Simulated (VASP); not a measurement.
Set up this calculation in VASP 6.6.1, as the native input.

```
Task                   : single point
Functional             : PBEsol
Potentials or basis    : VASP PAW PBE potentials, release 64 (Co)
Cutoff                 : 600 eV
k mesh                 : 8 × 8 × 8
Occupations            : gaussian, width 0.1 eV
Spin                   : collinear spin, ferromagnetic start
Starting moments       : [3.0] μB
Dipole correction      : no
Further INCAR settings : ALGO = Normal; EDIFF = 1e-06; NBANDS = 14
```

The structure of Co lies in POSCAR:

```
Co
1.0
   -1.4023200000      1.4023200000      1.4023200000
    1.4023200000     -1.4023200000      1.4023200000
    1.4023200000      1.4023200000     -1.4023200000
Co
1
Direct
    0.0000000000      0.0000000000      0.0000000000
```

This isn't the form of Co at room conditions, which is hcp.

The input as run:

INCAR

```
SYSTEM = Co
PREC = Accurate
ENCUT = 600
EDIFF = 1E-6
ISMEAR = 0
SIGMA = 0.1
LREAL = .FALSE.
LASPH = .TRUE.
NELM = 200
ALGO = Normal
ISIF = 2
LWAVE = .FALSE.
LCHARG = .TRUE.
ISPIN = 2
MAGMOM = 3
LORBIT = 11
LMAXMIX = 4
GGA = PS
LELF = .TRUE.
LVHAR = .TRUE.
NBANDS = 14
GGA_COMPAT = .FALSE.
```

KPOINTS

```
Automatic mesh
0
G
  8 8 8
  0 0 0
```

Potentials or basis: VASP PAW PBE potentials, release 64 (Co).

Command:

```console
$ cat potpaw_PBE.64/Co/POTCAR > POTCAR
$ mpirun -np 1 vasp_std > vasp.out
```

Results of the run:

* Pressure: -8.8 GPa
* Net moment: 1.81 μB per cell
* Site moments: Co +1.82 μB
* Valence electrons inside the program's atomic spheres: Co 8.23

Caveat: the k points lie up to 0.40 Å⁻¹ apart; the PAW data sets were made with another functional, which shifts forces and pressure a little.

Wall time 7 s on 1 thread of Intel(R) Xeon(R) 6975P-C (Granite Rapids) (shared host), peak memory 0.13 GiB.
